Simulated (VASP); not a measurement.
# Os (P6_3/mmc) in VASP: further runs, part 2 of 2

VASP 6.6.1.

### Step 4. Single point, PBE (13.28 Å³/atom)

This run uses another cell than the first one, of 13.28 Å³/atom.

The input, INCAR:

```
SYSTEM = Os
PREC = Accurate ; ENCUT = 520
EDIFF = 1E-6 ; ISMEAR = -1
SIGMA = 0.05 ; LREAL = .False.
LASPH = .True. ; NELM = 80
ALGO = Normal ; ISIF = 2
LWAVE = .False. ; LCHARG = .False.
GGA = PE ; NBANDS = 15
```

The input, KPOINTS:

```
Automatic mesh
0
Gamma
  15 15 9
  0 0 0
```

The input, POSCAR:

```
Os
1.0
    2.6877503439      0.0000000000      0.0000000000
   -1.3438751720      2.3276600768      0.0000000000
    0.0000000000      0.0000000000      4.2464705989
Os
2
Direct
    0.3333333333      0.6666666667      0.2500000000
    0.6666666667      0.3333333333      0.7500000000
```

Potentials or basis: VASP PAW PBE potentials, release 64 (Os).

Run with:

```sh
$ cat potpaw_PBE.64/Os/POTCAR > POTCAR
$ mpirun -np 1 vasp_std > vasp.out
```

OUTCAR:

```text
SYSTEM = Os
   PREC = Accurate
   ENCUT = 520
   EDIFF = 1E-6
   ISMEAR = -1
   LREAL = .False.
   LASPH = .True.
   NELM = 80
   ISIF = 2
   GGA = PE

 ion  position               nearest neighbor table
   1  0.333  0.667  0.250-   2 2.63   2 2.63   2 2.63   2 2.63   2 2.63   2 2.63
   2  0.667  0.333  0.750-   1 2.63   1 2.63   1 2.63   1 2.63   1 2.63   1 2.63

  LATTYP: Found a hexagonal cell.
 ALAT       =     2.6877503439
 C/A-ratio  =     1.5799349104

  Lattice vectors:

 A1 = (   2.6877503439,   0.0000000000,   0.0000000000)
 A2 = (  -1.3438751720,   2.3276600768,   0.0000000000)
 A3 = (   0.0000000000,   0.0000000000,   4.2464705989)

Analysis of symmetry for initial positions (statically):
=====================================================================
 Subroutine PRICEL returns:
 Original cell was already a primitive cell.

 Routine SETGRP: Setting up the symmetry group for a
 hexagonal supercell.

 Subroutine GETGRP returns: Found 24 space group operations
 (whereof 12 operations were pure point group operations)
 out of a pool of 24 trial point group operations.

The static configuration has the point symmetry D_3d.
 The point group associated with its full space group is D_6h.

Analysis of symmetry for dynamics (positions and initial velocities):
=====================================================================
 Subroutine PRICEL returns:
 Original cell was already a primitive cell.

 Routine SETGRP: Setting up the symmetry group for a
 hexagonal supercell.

 Subroutine GETGRP returns: Found 24 space group operations
 (whereof 12 operations were pure point group operations)
 out of a pool of 24 trial point group operations.

The dynamic configuration has the point symmetry D_3d.
 The point group associated with its full space group is D_6h.

 Subroutine INISYM returns: Found 24 space group operations
 (whereof 12 operations are pure point group operations),
 and found     1 'primitive' translations

----------------------------------------------------------------------------------------

                                     Primitive cell

  volume of cell :      26.5666

  direct lattice vectors                    reciprocal lattice vectors
     2.687750344  0.000000000  0.000000000     0.372058366  0.214807998  0.000000000
    -1.343875172  2.327660077  0.000000000     0.000000000  0.429615995  0.000000000
     0.000000000  0.000000000  4.246470599     0.000000000  0.000000000  0.235489679

  length of vectors
     2.687750344  2.687750344  4.246470599     0.429615995  0.429615995  0.235489679

  position of ions in fractional coordinates (direct lattice)
     0.333333333  0.666666667  0.250000000
     0.666666667  0.333333333  0.750000000

  ion indices of the primitive-cell ions
   primitive index   ion index
                 1           1
                 2           2

----------------------------------------------------------------------------------------

 KPOINTS: Automatic mesh

Automatic generation of k-mesh.
 Grid dimensions read from file:
 generate k-points for:   15   15    9

 Generating k-lattice:

  Cartesian coordinates                     Fractional coordinates (reciprocal lattice)
     0.024803891  0.014320533  0.000000000     0.066666667 -0.000000000  0.000000000
     0.000000000  0.028641066  0.000000000     0.000000000  0.066666667  0.000000000
     0.000000000  0.000000000  0.026165520     0.000000000  0.000000000  0.111111111

  Length of vectors
     0.028641066  0.028641066  0.026165520

  Shift w.r.t. Gamma in fractional coordinates (k-lattice)
     0.000000000  0.000000000  0.000000000

 Subroutine IBZKPT returns following result:
 ===========================================

 Found    135 irreducible k-points:

 Following reciprocal coordinates:
            Coordinates               Weight
  0.000000  0.000000  0.000000      1.000000
  0.066667  0.000000  0.000000      6.000000
  0.133333  0.000000  0.000000      6.000000
  0.200000  0.000000  0.000000      6.000000
  0.266667  0.000000  0.000000      6.000000
  0.333333  0.000000  0.000000      6.000000
[... 16 lines left out ...]
  0.333333  0.200000  0.000000     12.000000
  0.400000  0.200000  0.000000      6.000000
 [... further k-points ...]
   k-points           NKPTS =    135   k-points in BZ     NKDIM =    135   number of bands    NBANDS=     15
   number of dos      NEDOS =    301   number of ions     NIONS =      2
   total plane-waves  NPLWV =  12800
   dimension x,y,z NGX =    20 NGY =   20 NGZ =   32
   dimension x,y,z NGXF=    40 NGYF=   40 NGZF=   64
   ions per type =               2
   NGX,Y,Z   is equivalent  to a cutoff of  12.37, 12.37, 12.53 a.u.
   NGXF,Y,Z  is equivalent  to a cutoff of  24.74, 24.74, 25.06 a.u.
 SYSTEM =  Os
   PREC   = accura    normal or accurate (medium, high low for compatibility)
   ISTART =      0    job   : 0-new  1-cont  2-samecut
   ICHARG =      2    charge: 1-file 2-atom 10-const
   ISPIN  =      1    spin polarized calculation?
   LNONCOLLINEAR =      F non collinear calculations
   LSORBIT =      F    spin-orbit coupling
   LASPH  =      T    aspherical Exc in radial PAW
   ENCUT  =  520.0 eV  38.22 Ry    6.18 a.u.   5.00  5.00  7.90*2*pi/ulx,y,z
   NELM   =     80;   NELMIN=  2; NELMDL= -5     # of ELM steps
   EDIFF  = 0.1E-05   stopping-criterion for ELM
   LREAL  =      F    real-space projection
   EDIFFG = 0.1E-04   stopping-criterion for IOM
   NSW    =      0    number of steps for IOM
   IBRION =     -1    ionic relax: 0-MD 1-quasi-New 2-CG
   NFREE  =      0    steps in history (QN), initial steepest desc. (CG)
   ISIF   =      2    stress and relaxation
   ISYM   =      2    0-nonsym 1-usesym 2-fastsym
   POTIM  = 0.5000    time-step for ionic-motion
   TEBEG  =    0.0;   TEEND  =   0.0 temperature during run
   PSTRESS=    0.0 pullay stress
   NELECT =      16.0000    total number of electrons
   NUPDOWN=      -1.0000    fix difference up-down
   EMIN   =  10.00;   EMAX   =-10.00  energy-range for DOS
   EFERMI =   0.00;   METHOD = LEGACY
   ISMEAR =    -1;   SIGMA  =   0.05  broadening in eV -4-tet -1-fermi 0-gaus
   EFERMI_NEDOS =   21; number of points for ismear=-14 and -15
   IALGO  =     38    algorithm
   IMIX   =      4    mixing-type and parameters
     AMIX     =   0.40;   BMIX     =  1.00
     AMIX_MAG =   1.60;   BMIX_MAG =  1.00
  volume/ion in A,a.u.               =      13.28        89.64
  Fermi-wavevector in a.u.,A,eV,Ry     =   1.382513  2.612571 26.005397  1.911343
  Thomas-Fermi vector in A             =   2.507197
   LORBIT       =      0    0 simple, 1 ext, 2 COOP (PROOUT), +10 PAW based schemes
   GGA     = PE    functional components
   LHFCALC =     F    Hartree Fock is set to
   AEXX    =    0.0000 exact exchange contribution
   IVDW    =     0    specifies the selected vdW correction
   LEPSILON=     F    determine dielectric tensor
   LRPA    =     F    only Hartree local field effects (RPA)
 non-spin polarized calculation
  energy-cutoff  :      520.00
  volume of cell :       26.57
 maximum number of plane-waves:       732
 NGX is ok and might be reduce to    20
   NGX =  9   NGY =  9   NGZ = 15

 number of electron      16.0000000 magnetization

 Free energy of the ion-electron system (eV)
  ---------------------------------------------------
  ext. energy  EPLUGINS =         0.00000000
  ---------------------------------------------------
  free energy    TOTEN  =       -22.30720548 eV

  energy without entropy =      -22.29968053  energy(sigma->0) =      -22.30344300

 E-fermi :  10.2711     XC(G=0): -14.3588

 val. band max:       10.2394371086   @ k =   0.0667   0.0667   0.3333
 cond. band min:      10.2791144902   @ k =   0.1333   0.0000   0.3333
 fundamental gap:      0.0396773816
 Fermi energy:        10.2710712734

 k-point     1 :       0.0000    0.0000    0.0000
  band No.  band energies     occupation
      1      -1.1461      2.00000
      2       1.9703      2.00000
      3       6.9694      2.00000
      4       6.9694      2.00000
      5       7.2531      2.00000
      6       7.8875      2.00000
      7       7.8875      2.00000
      8       8.5952      2.00000
      9       8.5952      2.00000
     10      10.3160      0.57863
     11      12.1021      0.00000
     12      12.1021      0.00000
     13      19.9852      0.00000
     14      24.2781      0.00000
[... 401 lines left out ...]
      2       3.7181      2.00000
      3       3.8497      2.00000
      4       6.0629      2.00000
      5       6.3133      2.00000
      6       7.1388      2.00000
      7       8.5199      2.00000
      8      11.8344      0.00000
      9      12.4964      0.00000
     10      12.7182      0.00000
     11      15.7158      0.00000
     12      16.4310      0.00000
     13      18.9158      0.00000
     14      22.1760      0.00000
     15      24.8809      0.00000

 [... further k-points ...]
[... 5 lines left out ...]
  --------------------------------------------------------------------------------------
  -------------------------------------------------------------------------------------
  Total        5.6137037      5.6137037      6.0287098     -0.0000000      0.0000000      0.0000000
  in kB      338.5505018    338.5505018    363.5786355     -0.0000000      0.0000000      0.0000000
  external PRESSURE =     346.8932130 kB  Pullay stress =       0.0000000 kB

 VOLUME and BASIS-vectors are now :
 -----------------------------------------------------------------------------
  energy-cutoff  :      520.00
  volume of cell :       26.57
      direct lattice vectors                 reciprocal lattice vectors
     2.687750344  0.000000000  0.000000000     0.372058366  0.214807998  0.000000000
    -1.343875172  2.327660077  0.000000000     0.000000000  0.429615995  0.000000000
     0.000000000  0.000000000  4.246470599     0.000000000  0.000000000  0.235489679

 POSITION                                       TOTAL-FORCE (eV/Angst)
 -----------------------------------------------------------------------------------
     -0.00000      1.55177      1.06162        -0.000000      0.000000      0.000000
      1.34388      0.77589      3.18485         0.000000     -0.000000      0.000000
 -----------------------------------------------------------------------------------
    total drift:                                0.000000     -0.000000     -0.000000

  FREE ENERGIE OF THE ION-ELECTRON SYSTEM (eV)
  ---------------------------------------------------
  free  energy   TOTEN  =       -22.3072054773 eV

  energy  without entropy=      -22.2996805322  energy(sigma->0) =      -22.30344300
```

OSZICAR:

```text
N       E                     dE             d eps       ncg     rms          rms(c)
DAV:   1     0.108417374517E+03    0.10842E+03   -0.75407E+03  4050   0.104E+03
DAV:   2    -0.189146327211E+02   -0.12733E+03   -0.11118E+03  4134   0.334E+02
DAV:   3    -0.236021025130E+02   -0.46875E+01   -0.45611E+01  5464   0.580E+01
DAV:   4    -0.236327982579E+02   -0.30696E-01   -0.30670E-01  4477   0.479E+00
DAV:   5    -0.236329594013E+02   -0.16114E-03   -0.16114E-03  5535   0.330E-01    0.263E+01
DAV:   6    -0.226462472710E+02    0.98671E+00   -0.69625E-01  5198   0.709E+00    0.127E+01
DAV:   7    -0.223148684356E+02    0.33138E+00   -0.57997E-01  5177   0.634E+00    0.605E-01
DAV:   8    -0.223088513605E+02    0.60171E-02   -0.71538E-03  4190   0.673E-01    0.341E-01
DAV:   9    -0.223072197458E+02    0.16316E-02   -0.14619E-03  5086   0.381E-01    0.326E-02
DAV:  10    -0.223072235411E+02   -0.37953E-05   -0.37438E-05  5149   0.476E-02    0.763E-03
DAV:  11    -0.223072066273E+02    0.16914E-04   -0.30232E-06  4720   0.205E-02    0.160E-03
DAV:  12    -0.223072055447E+02    0.10826E-05   -0.71337E-08  2900   0.296E-03    0.507E-04
DAV:  13    -0.223072054773E+02    0.67415E-07   -0.66906E-09  2578   0.750E-04
   1 F= -.22307205E+02 E0= -.22303443E+02  d E =-.752495E-02
```

Wall time 42 s (1 thread of Intel Xeon Platinum 8259CL at 2.50GHz (Skylake/Cascade Lake), shared host); peak memory 0.17 GiB.

Results:

* Free energy: -22.3072 eV
* Pressure: 34.7 GPa
* Band gap on the k mesh: zero (bands 8 and 9 overlap by 4.15 eV)

Levels at points of the mesh, in eV from the Fermi level:
| k point | band 5 | band 6 | band 7 | band 8 | band 9 | band 10 | band 11 | band 12 |
| --- | --- | --- | --- | --- | --- | --- | --- | --- |
| (0.00, 0.00, 0.00) | -3.02 | -2.38 | -2.38 | -1.68 | -1.68 | 0.04 | 1.83 | 1.83 |

Caveat: the cell stands under pressure; spin-orbit coupling is left out, which moves the levels of the heavy elements.

### Step 5. Single point, PBE (13.63 Å³/atom)

This run uses another cell than the first one, of 13.63 Å³/atom.

The input, INCAR:

```
PREC = Accurate ; ENCUT = 520
EDIFF = 1E-6 ; ISMEAR = -1
SIGMA = 0.05 ; LREAL = F
LASPH = T ; NELM = 80
ALGO = Normal ; ISIF = 2
LWAVE = F ; LCHARG = F
GGA = PE ; NBANDS = 15
```

The input, KPOINTS:

```
Automatic mesh
0
Gamma
  15 15 9
```

The input, POSCAR:

```
Os
1.0
    2.7111232592      0.0000000000      0.0000000000
   -1.3555616296      2.3479016152      0.0000000000
    0.0000000000      0.0000000000      4.2833982837
Os
2
Direct
    0.3333333333      0.6666666667      0.2500000000
    0.6666666667      0.3333333333      0.7500000000
```

Run with:

```sh
$ cat potpaw_PBE.64/Os/POTCAR > POTCAR
$ mpirun -np 1 vasp_std > vasp.out
```

It took 46 s on 1 thread of Intel Xeon Platinum 8259CL at 2.50GHz (Skylake/Cascade Lake), shared host; peak memory 0.17 GiB.

Results (log left out):

```yaml
Free_energy: -22.4279 eV
Pressure: 20.7 GPa
Band_gap_on_the_k_mesh: zero (bands 8 and 9 overlap by 3.98 eV)
```

Stress tensor (GPa, compression positive):
```
20.21  0.00  0.00
 0.00 20.21  0.00
 0.00  0.00 21.80
```

Levels at points of the mesh, in eV from the Fermi level:
| k point | band 5 | band 6 | band 7 | band 8 | band 9 | band 10 | band 11 | band 12 |
| --- | --- | --- | --- | --- | --- | --- | --- | --- |
| (0.00, 0.00, 0.00) | -2.90 | -2.29 | -2.29 | -1.61 | -1.61 | 0.04 | 1.76 | 1.76 |

Caveat: the cell stands under pressure; spin-orbit coupling is left out, which moves the levels of the heavy elements.

### Step 6. Summary

| cell | gap on the mesh (eV) | pressure (GPa) |
| --- | --- | --- |
| a = 2.734, b = 2.734, c = 4.320 Å, angles 90.0, 90.0, 120.0°, 2 atoms | none | 8.7 |
| a = 2.688, b = 2.688, c = 4.246 Å, angles 90.0, 90.0, 120.0°, 2 atoms | none | 34.7 |
| a = 2.711, b = 2.711, c = 4.283 Å, angles 90.0, 90.0, 120.0°, 2 atoms | none | 20.7 |

Alike in all rows: task single point; level PBE; potentials or basis VASP PAW PBE potentials, release 64 (Os); no spin polarisation; k mesh 15 × 15 × 9; cutoff (eV) 520; smearing fermi-dirac 0.05 eV.

Caveats: the cell stands under pressure; spin-orbit coupling is left out, which moves the levels of the heavy elements.

Absolute energies hang on the potentials; compare differences alone.
